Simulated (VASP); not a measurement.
# Zn2W (Fd-3m) in VASP: further runs

The runs below take Zn2W through relaxation of cell and atoms, single point, with PBE.

Everything below comes from runs of VASP 6.6.1. Logs are shortened: lines on timing, memory, paths and dates and some standing lists are left out, and cuts for length are marked.

### 1 The cell of the first run

The structure is cubic, space group Fd-3m (No. 227). Conventional cell: a = 7.090 Å, b = 7.090 Å, c = 7.090 Å, α = 90.00°, β = 90.00°, γ = 90.00°. Zn (site symmetry -3m) has 6 Zn at 2.51 Å and 6 W at 2.94 Å within 3.3 Å. Within 3.9 Å of W (site symmetry -43m) lie 12 Zn at 2.94 Å and 4 W at 3.07 Å.

### 2 Relaxation of cell and atoms, PBE

Input file INCAR:

```
SYSTEM = Zn2W
ALGO = Normal
EDIFF = 1E-7
EDIFFG = -0.04
ENCUT = 600
GGA = PE
IBRION = 2
ISIF = 3
ISMEAR = 0
LASPH = .TRUE.
LCHARG = .FALSE.
LREAL = .FALSE.
LWAVE = .FALSE.
NELM = 80
NSW = 90
PREC = Accurate
SIGMA = 0.1
```

Input file KPOINTS:

```
k-points
0
G
  4 4 4
  0 0 0
```

Input file POSCAR:

```
Zn2W
1.0
    0.0000000000      3.5449062349      3.5449062349
    3.5449062349      0.0000000000      3.5449062349
    3.5449062349      3.5449062349      0.0000000000
Zn W
4 2
Direct
    0.6250000000      0.6250000000      0.6250000000
    0.1250000000      0.6250000000      0.6250000000
    0.6250000000      0.6250000000      0.1250000000
    0.6250000000      0.1250000000      0.6250000000
    0.0000000000      0.0000000000      0.0000000000
    0.2500000000      0.2500000000      0.2500000000
```

Potentials or basis: VASP PAW PBE potentials, release 64 (Zn, W_sv).

Command:

```console
$ cat potpaw_PBE.64/Zn/POTCAR potpaw_PBE.64/W_sv/POTCAR > POTCAR
$ mpirun -np 1 vasp_std > vasp.out
```

OUTCAR:

```text
SYSTEM = Zn2W
   EDIFF = 1E-7
   EDIFFG = -0.04
   ENCUT = 600
   GGA = PE
   IBRION = 2
   ISIF = 3
   ISMEAR = 0
   LASPH = .TRUE.
   LREAL = .FALSE.
   NELM = 80
   NSW = 90
   PREC = Accurate

 ion  position               nearest neighbor table
   1  0.625  0.625  0.625-   2 2.51   3 2.51   4 2.51   3 2.51   4 2.51   2 2.51   6 2.94   5 2.94
                             6 2.94   5 2.94   6 2.94   5 2.94
   2  0.125  0.625  0.625-   1 2.51   3 2.51   4 2.51   1 2.51   3 2.51   4 2.51   6 2.94   5 2.94
                             5 2.94   6 2.94   5 2.94   6 2.94
   3  0.625  0.625  0.125-   1 2.51   1 2.51   2 2.51   4 2.51   4 2.51   2 2.51   6 2.94   5 2.94
                             6 2.94   5 2.94   6 2.94   5 2.94
   4  0.625  0.125  0.625-   1 2.51   3 2.51   1 2.51   2 2.51   3 2.51   2 2.51   6 2.94   5 2.94
                             6 2.94   5 2.94   6 2.94   5 2.94
   5  0.000  0.000  0.000-   1 2.94   1 2.94   1 2.94   2 2.94   3 2.94   4 2.94   4 2.94   2 2.94
                             4 2.94   3 2.94   2 2.94   3 2.94   6 3.07   6 3.07   6 3.07   6 3.07
   6  0.250  0.250  0.250-   2 2.94   3 2.94   4 2.94   1 2.94   1 2.94   1 2.94   2 2.94   2 2.94
                             3 2.94   4 2.94   3 2.94   4 2.94   5 3.07   5 3.07   5 3.07   5 3.07

  LATTYP: Found a face centered cubic cell.
 ALAT       =     7.0898124698

  Lattice vectors:

 A1 = (   0.0000000000,   3.5449062349,   3.5449062349)
 A2 = (   3.5449062349,   0.0000000000,   3.5449062349)
 A3 = (   3.5449062349,   3.5449062349,   0.0000000000)

Analysis of symmetry for initial positions (statically):
=====================================================================
 Subroutine PRICEL returns:
 Original cell was already a primitive cell.

 Routine SETGRP: Setting up the symmetry group for a
 face centered cubic supercell.

 Subroutine GETGRP returns: Found 48 space group operations
 (whereof 24 operations were pure point group operations)
 out of a pool of 48 trial point group operations.

The static configuration has the point symmetry T_d .
 The point group associated with its full space group is O_h .

Analysis of symmetry for dynamics (positions and initial velocities):
=====================================================================
 Subroutine PRICEL returns:
 Original cell was already a primitive cell.

 Routine SETGRP: Setting up the symmetry group for a
 face centered cubic supercell.

 Subroutine GETGRP returns: Found 48 space group operations
 (whereof 24 operations were pure point group operations)
 out of a pool of 48 trial point group operations.

The dynamic configuration has the point symmetry T_d .
 The point group associated with its full space group is O_h .

 Subroutine INISYM returns: Found 48 space group operations
 (whereof 24 operations are pure point group operations),
 and found     1 'primitive' translations

----------------------------------------------------------------------------------------

                                     Primitive cell

  volume of cell :      89.0931

  direct lattice vectors                    reciprocal lattice vectors
     0.000000000  3.544906235  3.544906235    -0.141047454  0.141047454  0.141047454
     3.544906235  0.000000000  3.544906235     0.141047454 -0.141047454  0.141047454
     3.544906235  3.544906235  0.000000000     0.141047454  0.141047454 -0.141047454

  length of vectors
     5.013254475  5.013254475  5.013254475     0.244301357  0.244301357  0.244301357

  position of ions in fractional coordinates (direct lattice)
     0.625000000  0.625000000  0.625000000
     0.125000000  0.625000000  0.625000000
     0.625000000  0.625000000  0.125000000
     0.625000000  0.125000000  0.625000000
     0.000000000  0.000000000  0.000000000
     0.250000000  0.250000000  0.250000000

  ion indices of the primitive-cell ions
   primitive index   ion index
                 1           1
                 2           2
                 3           3
                 4           4
                 5           5
                 6           6

----------------------------------------------------------------------------------------

 KPOINTS: k-points

Automatic generation of k-mesh.
 Grid dimensions read from file:
 generate k-points for:    4    4    4

 Generating k-lattice:

  Cartesian coordinates                     Fractional coordinates (reciprocal lattice)
    -0.035261864  0.035261864  0.035261864     0.250000000  0.000000000  0.000000000
     0.035261864 -0.035261864  0.035261864     0.000000000  0.250000000  0.000000000
     0.035261864  0.035261864 -0.035261864     0.000000000  0.000000000  0.250000000

  Length of vectors
     0.061075339  0.061075339  0.061075339

  Shift w.r.t. Gamma in fractional coordinates (k-lattice)
     0.000000000  0.000000000  0.000000000

 Subroutine IBZKPT returns following result:
 ===========================================

 Found      8 irreducible k-points:

 Following reciprocal coordinates:
            Coordinates               Weight
  0.000000  0.000000  0.000000      1.000000
  0.250000  0.000000  0.000000      8.000000
  0.500000  0.000000  0.000000      4.000000
  0.250000  0.250000  0.000000      6.000000
  0.500000  0.250000  0.000000     24.000000
 -0.250000  0.250000  0.000000     12.000000
  0.500000  0.500000  0.000000      3.000000
 -0.250000  0.500000  0.250000      6.000000
   k-points           NKPTS =      8   k-points in BZ     NKDIM =      8   number of bands    NBANDS=     45
   number of dos      NEDOS =    301   number of ions     NIONS =      6
   total plane-waves  NPLWV =  64000
   dimension x,y,z NGX =    40 NGY =   40 NGZ =   40
   dimension x,y,z NGXF=    80 NGYF=   80 NGZF=   80
   ions per type =               4   2
   NGX,Y,Z   is equivalent  to a cutoff of  13.26, 13.26, 13.26 a.u.
   NGXF,Y,Z  is equivalent  to a cutoff of  26.53, 26.53, 26.53 a.u.
 SYSTEM =  Zn2W
   PREC   = accura    normal or accurate (medium, high low for compatibility)
   ISTART =      0    job   : 0-new  1-cont  2-samecut
   ICHARG =      2    charge: 1-file 2-atom 10-const
   ISPIN  =      1    spin polarized calculation?
   LNONCOLLINEAR =      F non collinear calculations
   LSORBIT =      F    spin-orbit coupling
   LASPH  =      T    aspherical Exc in radial PAW
   ENCUT  =  600.0 eV  44.10 Ry    6.64 a.u.  10.01 10.01 10.01*2*pi/ulx,y,z
   NELM   =     80;   NELMIN=  2; NELMDL= -5     # of ELM steps
   EDIFF  = 0.1E-06   stopping-criterion for ELM
   LREAL  =      F    real-space projection
   EDIFFG = -.4E-01   stopping-criterion for IOM
   NSW    =     90    number of steps for IOM
   IBRION =      2    ionic relax: 0-MD 1-quasi-New 2-CG
   NFREE  =      1    steps in history (QN), initial steepest desc. (CG)
   ISIF   =      3    stress and relaxation
   ISYM   =      2    0-nonsym 1-usesym 2-fastsym
   POTIM  = 0.5000    time-step for ionic-motion
   TEBEG  =    0.0;   TEEND  =   0.0 temperature during run
   PSTRESS=    0.0 pullay stress
   NELECT =      76.0000    total number of electrons
   NUPDOWN=      -1.0000    fix difference up-down
   EMIN   =  10.00;   EMAX   =-10.00  energy-range for DOS
   EFERMI =   0.00;   METHOD = LEGACY
   ISMEAR =     0;   SIGMA  =   0.10  broadening in eV -4-tet -1-fermi 0-gaus
   EFERMI_NEDOS =   21; number of points for ismear=-14 and -15
   IALGO  =     38    algorithm
   IMIX   =      4    mixing-type and parameters
     AMIX     =   0.40;   BMIX     =  1.00
     AMIX_MAG =   1.60;   BMIX_MAG =  1.00
  volume/ion in A,a.u.               =      14.85       100.21
  Fermi-wavevector in a.u.,A,eV,Ry     =   1.552618  2.934023 32.798511  2.410623
  Thomas-Fermi vector in A             =   2.656967
   LORBIT       =      0    0 simple, 1 ext, 2 COOP (PROOUT), +10 PAW based schemes
   GGA     = PE    functional components
   LHFCALC =     F    Hartree Fock is set to
   AEXX    =    0.0000 exact exchange contribution
   IVDW    =     0    specifies the selected vdW correction
   LEPSILON=     F    determine dielectric tensor
   LRPA    =     F    only Hartree local field effects (RPA)
 conjugate gradient relaxation of ions
 non-spin polarized calculation
 Gauss-broadening in eV      SIGMA  =   0.10
  energy-cutoff  :      600.00
  volume of cell :       89.09
 maximum number of plane-waves:      2996
   NGX = 21   NGY = 21   NGZ = 21

--------------------------------------- Ionic step        1  -------------------------------------------

 number of electron      75.9999976 magnetization

 Free energy of the ion-electron system (eV)
  ---------------------------------------------------
  ext. energy  EPLUGINS =         0.00000000
  ---------------------------------------------------
  free energy    TOTEN  =       -29.27356390 eV

  energy without entropy =      -29.27356324  energy(sigma->0) =      -29.27356357

------------------------ aborting loop because EDIFF is reached ----------------------------------------

  FORCE on cell =-STRESS in cart. coord.  units (eV):
  Direction    XX          YY          ZZ          XY          YZ          ZX
  --------------------------------------------------------------------------------------
  -------------------------------------------------------------------------------------
  Total       -5.3354580     -5.3354580     -5.3354580      0.0000000      0.0000000     -0.0000000
  in kB      -95.9484667    -95.9484667    -95.9484667      0.0000000      0.0000000     -0.0000000
  external PRESSURE =     -95.9484667 kB  Pullay stress =       0.0000000 kB

 VOLUME and BASIS-vectors are now :
 -----------------------------------------------------------------------------
  energy-cutoff  :      600.00
  volume of cell :       89.09
      direct lattice vectors                 reciprocal lattice vectors
     0.000000000  3.544906235  3.544906235    -0.141047454  0.141047454  0.141047454
     3.544906235  0.000000000  3.544906235     0.141047454 -0.141047454  0.141047454
     3.544906235  3.544906235  0.000000000     0.141047454  0.141047454 -0.141047454
[... 41 lines left out ...]
 POSITION                                       TOTAL-FORCE (eV/Angst)
 -----------------------------------------------------------------------------------
      4.24104      4.24104      4.24104        -0.000000     -0.000000      0.000000
      4.24104      2.54462      2.54462        -0.000000     -0.000000      0.000000
      2.54462      2.54462      4.24104        -0.000000     -0.000000      0.000000
      2.54462      4.24104      2.54462        -0.000000     -0.000000      0.000000
      0.00000      3.39283      3.39283         0.000000     -0.000000      0.000000
      1.69642      1.69642      1.69642         0.000000      0.000000     -0.000000
 -----------------------------------------------------------------------------------
    total drift:                                0.000000     -0.000000      0.000000

  FREE ENERGIE OF THE ION-ELECTRON SYSTEM (eV)
  ---------------------------------------------------
  free  energy   TOTEN  =       -29.1696339988 eV

  energy  without entropy=      -29.1696339861  energy(sigma->0) =      -29.16963399

--------------------------------------- Ionic step        3  -------------------------------------------

 number of electron      75.9999988 magnetization

 Free energy of the ion-electron system (eV)
  ---------------------------------------------------
  ext. energy  EPLUGINS =         0.00000000
  ---------------------------------------------------
  free energy    TOTEN  =       -29.43742489 eV

  energy without entropy =      -29.43742478  energy(sigma->0) =      -29.43742484

 E-fermi :   6.5391     XC(G=0): -12.8980

 val. band max:        6.1907076762   @ k =   0.2500   0.2500   0.0000
 cond. band min:       6.8884152665   @ k =  -0.2500   0.2500   0.0000
 fundamental gap:      0.6977075903
 Fermi energy:         6.5390594357

 k-point     1 :       0.0000    0.0000    0.0000
  band No.  band energies     occupation
      1     -67.7025      2.00000
      2     -67.6691      2.00000
      3     -31.9187      2.00000
      4     -31.9187      2.00000
      5     -31.9187      2.00000
      6     -31.7360      2.00000
[... 395 lines left out ...]
 POSITION                                       TOTAL-FORCE (eV/Angst)
 -----------------------------------------------------------------------------------
      4.34520      4.34520      4.34520         0.000000      0.000000      0.000000
      4.34520      2.60712      2.60712         0.000000      0.000000      0.000000
      2.60712      2.60712      4.34520         0.000000      0.000000      0.000000
      2.60712      4.34520      2.60712         0.000000      0.000000      0.000000
      0.00000      0.00000      0.00000         0.000000      0.000000      0.000000
      1.73808      1.73808      1.73808        -0.000000     -0.000000     -0.000000
 -----------------------------------------------------------------------------------
    total drift:                                0.000000      0.000000      0.000000

  FREE ENERGIE OF THE ION-ELECTRON SYSTEM (eV)
  ---------------------------------------------------
  free  energy   TOTEN  =       -29.4374248889 eV

  energy  without entropy=      -29.4374247812  energy(sigma->0) =      -29.43742484

 reached required accuracy - stopping structural energy minimisation
```

It took 2.9 min on 1 thread of Oxide Virtual Turin-like, shared host; peak memory 0.22 GiB.

Results:

```
Free energy                            : -29.4374 eV
Relaxed volume                         : 14.00 Å³/atom
Relaxed cell                           : a = 4.916 Å, b = 4.916 Å, c = 4.916 Å, α = 60.00°, β = 60.00°, γ = 60.00°
Space group after relaxing (to 0.05 Å) : Fd-3m (No. 227)
Energy gained by relaxing              : 27.3 meV/atom
Ionic steps                            : 3
Pressure after relaxing                : -0.2 GPa
Band gap on the k mesh                 : 0.70 eV, indirect (least direct gap 0.72 eV)
```

The path:
```csv
step,energy change (eV),largest force (eV/Å),pressure (GPa),volume (Å³)
1,0.0000,0.0000,-9.59,89.09
2,0.1039,0.0000,15.80,78.11
3,-0.1639,0.0000,-0.18,84.01
```

Final structure:
```
Zn W
1.0
     0.00000    3.47616    3.47616
     3.47616    0.00000    3.47616
     3.47616    3.47616    0.00000
Zn W
4 2
Direct
  0.62500 0.62500 0.62500
  0.12500 0.62500 0.62500
  0.62500 0.62500 0.12500
  0.62500 0.12500 0.62500
  0.00000 0.00000 0.00000
  0.25000 0.25000 0.25000
```

Caveat: spin-orbit coupling is left out, which moves the levels of the heavy elements. A k mesh can miss the band edges.

### 3 Single point, PBE

This run uses another cell than the first one, of 13.95 Å³/atom, 0.940 times its volume.

Input file INCAR:

```
ALGO = Fast
EDIFF = 1E-6
ENCUT = 520
GGA = PE
ISIF = 2
ISMEAR = 0
LASPH = True
LCHARG = True
LELF = True
LREAL = False
LVHAR = True
LWAVE = False
NBANDS = 47
NELM = 100
PREC = Accurate
SIGMA = 0.1
```

Input file KPOINTS:

```
k-points
0
Gamma
  10 10 10
```

Input file POSCAR:

```
Zn2W
1.0
    0.0000000000      3.4720448369      3.4720448369
    3.4720448369      0.0000000000      3.4720448369
    3.4720448369      3.4720448369      0.0000000000
Zn W
4 2
Direct
    0.1250000000      0.1250000000      0.1250000000
    0.6250000000      0.1250000000      0.1250000000
    0.1250000000      0.1250000000      0.6250000000
    0.1250000000      0.6250000000      0.1250000000
    0.5000000000      0.5000000000      0.5000000000
    0.7500000000      0.7500000000      0.7500000000
```

Potentials or basis: VASP PAW PBE potentials, release 64 (Zn, W_sv).

Command:

```console
$ cat potpaw_PBE.64/Zn/POTCAR potpaw_PBE.64/W_sv/POTCAR > POTCAR
$ mpirun -np 1 vasp_std > vasp.out
```

Run time: 8.1 min. Hardware: 1 thread of Oxide Virtual Turin-like, shared host; peak memory 0.3 GiB.

It converged, with:

* Free energy: -29.3899 eV
* Pressure: 0.6 GPa
* Band gap on the k mesh: zero (band 38 reaches 6.69 eV, above the bottom of band 39 at 6.48 eV)

Levels at points of the mesh, in eV from the Fermi level:
```
           k point  band 36  band 37  band 38  band 39  band 40  band 41
(0.00, 0.00, 0.00)    -2.15    -2.15    -2.15     1.83     1.83     2.27
(0.50, 0.00, 0.00)    -1.64    -1.40    -1.40     1.16     1.16     1.92
(0.50, 0.50, 0.00)    -1.41    -0.79    -0.79     0.97     0.97     1.08
```

Caveat: spin-orbit coupling is left out, which moves the levels of the heavy elements.

(Continued in part 2 of 2.)
